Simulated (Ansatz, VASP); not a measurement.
## Two plane-wave programs on GaN

```
CELL_PARAMETERS angstrom
0.00000 2.37579 2.37579
2.37579 0.00000 2.37579
2.37579 2.37579 0.00000
ATOMIC_POSITIONS crystal
Ga 0.00000 0.00000 0.00000
N 0.25000 0.25000 0.25000
```

Change from the starting cell: hydrostatic strain +5.6%.

Alike in both runs: task single point; functional PBE; k mesh 10 × 10 × 10; occupations fermi-dirac, width 0.02 eV; no spin polarisation.

|  | VASP | Ansatz |
| --- | --- | --- |
| version | VASP 6.6.1 | Ansatz 0.2.0 |
| potentials or method | VASP PAW PBE potentials, release 64 (Ga_d, N) | plane waves, PAW |
| plane-wave cutoff (eV) | 520 | 420 |
| valence electrons in the cell | 18 | 18 |

Ansatz gave:

| Quantity | Value |
| --- | --- |
| pressure (GPa) | -16.8 |

Question: What did VASP give for the same quantities?

Answer: Pressure (GPa): -16.5.
